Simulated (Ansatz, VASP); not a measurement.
# One calculation of Ge, two programs

INCAR

```
  ALGO = Normal
  EDIFF = 1E-6
  ENCUT = 520
  GGA = PE
  ISIF = 2
  ISMEAR = 0
  LASPH = T
  LCHARG = T
  LELF = T
  LREAL = F
  LVHAR = T
  LWAVE = F
  NBANDS = 51
  NELM = 60
  PREC = Accurate
  SIGMA = 0.1
```

Contents of KPOINTS:

```
k-points
0
Gamma
  6 6 1
```

Contents of POSCAR:

```
Ge
1.0
    3.0587463000      0.0000000000      0.0000000000
   -1.5293731500      2.6489520000      0.0000000000
    0.0000000000      0.0000000000     15.1466726200
Ge
6
Direct
    0.9921810300      0.6802400100      0.9164750000
    0.3197599900      0.3119410300      0.2498083300
    0.6880589700      0.0078189700      0.5831416600
    0.0078189700      0.6880589700      0.4168583400
    0.6802400100      0.9921810300      0.0835250000
    0.3119410300      0.3197599900      0.7501916700
```

Input for Ansatz:

```yaml
crystal:
  lattice:
    - [3.0587463, 0.0, 0.0]
    - [-1.52937315, 2.648952, 0.0]
    - [0.0, 0.0, 15.14667262]
  atoms:
    - { symbol: Ge, position: [0.99218103, 0.68024001, 0.916475] }
    - { symbol: Ge, position: [0.31975999, 0.31194103, 0.24980833] }
    - { symbol: Ge, position: [0.68805897, 0.00781897, 0.58314166] }
    - { symbol: Ge, position: [0.00781897, 0.68805897, 0.41685834] }
    - { symbol: Ge, position: [0.68024001, 0.99218103, 0.083525] }
    - { symbol: Ge, position: [0.31194103, 0.31975999, 0.75019167] }
basis:
  ecutwfc: 420
kpoints:
  mp_grid: { grid: [6, 6, 1] }
hamiltonian:
  xc: pbe
scf:
  occupations: { method: gaussian, width: 0.1 }
  lower_state_search: "off"
output:
  forces: true
  stress: true
  eigenvalues: true
```

Alike in both runs: task single point; functional PBE; k mesh 6 × 6 × 1; occupations gaussian, width 0.1 eV; no spin polarisation.

|  | VASP | Ansatz |
| --- | --- | --- |
| version | VASP 6.6.1 | Ansatz 0.2.0 |
| potentials or method | VASP PAW PBE potentials, release 64 (Ge_d), cutoff 520 eV | scalar-relativistic, plane waves, PAW |
| valence electrons in the cell | 84 | 84 |

|  | VASP | Ansatz | Ansatz less VASP |
| --- | --- | --- | --- |
| gap on the k mesh at the Fermi level (eV) | none | none | - |
| pressure (GPa) | -1.6 | -1.5 | +0.04 |
| traceless stress, the component that is largest in VASP (GPa) | 1.30 | 1.30 | +0.007 |
| rms of the force components (eV/Å) | 0.029 | 0.029 | +0.0003 |

Atom by atom the forces differ by 0.000 eV/Å (rms over components). A gap of «none» marks a metal or a gap that the smearing closes.

The k mesh is coarse, so the values compare programs but aren't converged.
